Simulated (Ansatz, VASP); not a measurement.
**One calculation of Zn, two programs**

Contents of POSCAR:

```
Zn
1.0
    0.0000000000      2.0033108028      2.0033108028
    2.0033108028      0.0000000000      2.0033108028
    2.0033108028      2.0033108028      0.0000000000
Zn
1
Direct
    0.0000000000      0.0000000000      0.0000000000
```

Contents of INCAR.step1:

```
SYSTEM = Zn
PREC = Accurate
ENCUT = 440
EDIFF = 1E-5
ISMEAR = 0
SIGMA = 0.02
LREAL = .FALSE.
LASPH = .TRUE.
NELM = 120
ALGO = Normal
ISIF = 2
LWAVE = .TRUE.
GGA = PE
NBANDS = 12
GGA_COMPAT = .FALSE.
```

The input INCAR.step2:

```
SYSTEM = Zn
PREC = Accurate
ENCUT = 440
EDIFF = 1E-6
ISMEAR = 0
SIGMA = 0.02
LREAL = .FALSE.
LASPH = .TRUE.
NELM = 120
ALGO = Normal
ISIF = 2
LWAVE = .FALSE.
LCHARG = .TRUE.
METAGGA = R2SCAN
LHFCALC = .TRUE.
AEXX = 0.1
LMIXTAU = .TRUE.
PRECFOCK = Normal
IVDW = 13
VDW_S6 = 1.0
VDW_S8 = 0.8324
VDW_A1 = 0.4944
VDW_A2 = 5.9019
LELF = .TRUE.
LVHAR = .TRUE.
ISTART = 1
NBANDS = 12
GGA_COMPAT = .FALSE.
```

The input KPOINTS:

```
Automatic mesh
0
G
  8 8 8
  0 0 0
```

Contents of input.yaml:

```yaml
crystal:
  lattice:
    - [0.0, 2.0033108028, 2.0033108028]
    - [2.0033108028, 0.0, 2.0033108028]
    - [2.0033108028, 2.0033108028, 0.0]
  atoms:
    - { symbol: Zn, position: [0.0, 0.0, 0.0] }
hamiltonian:
  xc: r2scanh
  pseudopotentials: { kind: paw }
  dispersion: d4
kpoints:
  mp_grid: { grid: [8, 8, 8] }
scf:
  occupations: { method: gaussian, width: 0.02 }
output:
  forces: true
  stress: true
  eigenvalues: true
  write_density: true
  write_potential: true
  elf: true
  volumetric_format: npy
```

Alike in both runs: task single point; functional r2SCANh; dispersion D4; k mesh 8 × 8 × 8; occupations gaussian, width 0.02 eV; no spin polarisation.

```csv
,VASP,Ansatz
version,VASP 6.6.1,Ansatz 0.2.0
potentials or method,"VASP PAW PBE potentials, release 64 (Zn)",Ansatz PAW
plane-wave cutoff (eV),440,500
valence electrons in the cell,12,12
```

|  | VASP | Ansatz | Ansatz less VASP |
| --- | --- | --- | --- |
| gap on the k mesh at the Fermi level (eV) | none | none | - |
| pressure (GPa) | -8.2 | -7.9 | +0.27 |

VASP's potentials were made for PBE, not for r2SCANh. A gap of «none» marks a metal or a gap that the smearing closes.
